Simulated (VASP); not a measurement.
Crystal: SnO.

```xyz
2
Lattice="0.0000 2.5588 2.5588 2.5588 0.0000 2.5588 2.5588 2.5588 0.0000" Properties=species:S:1:pos:R:3 pbc="T T T"
Sn    0.0000    0.0000    0.0000
O     2.5588    2.5588    2.5588
```

* Program: VASP 6.6.1
* Task: relaxation of cell and atoms
* Functional: r2SCAN
* Potentials or basis: VASP PAW PBE potentials, release 64 (Sn_d, O)
* Cutoff: 600 eV
* k mesh: 8 × 8 × 8
* Occupations: fermi-dirac, width 0.02 eV
* Spin: no spin polarisation

At the start: pressure -2.4 GPa; volume 16.75 Å³/atom.

Q: Where does the relaxation end?

A: Over 3 steps the energy falls by 3.1 meV/atom and the volume is 16.35 Å³/atom (-2.4 %); space group Fm-3m (No. 225, to 0.1 Å) before and after.

Step by step:
```
step  energy change (eV)  largest force (eV/Å)  pressure (GPa)  volume (Å³)
   1              0.0000                0.0000           -2.40        33.51
   2             -0.0047                0.0000            1.26        32.31
   3             -0.0062                0.0000            0.01        32.69
```

Final structure:
```
Sn O
1.0
     0.00000    2.53793    2.53793
     2.53793    0.00000    2.53793
     2.53793    2.53793    0.00000
Sn O
1 1
Direct
  0.00000 0.00000 0.00000
  0.50000 0.50000 0.50000
```

Caveat: the PAW data sets were made with another functional, which shifts forces and pressure a little.
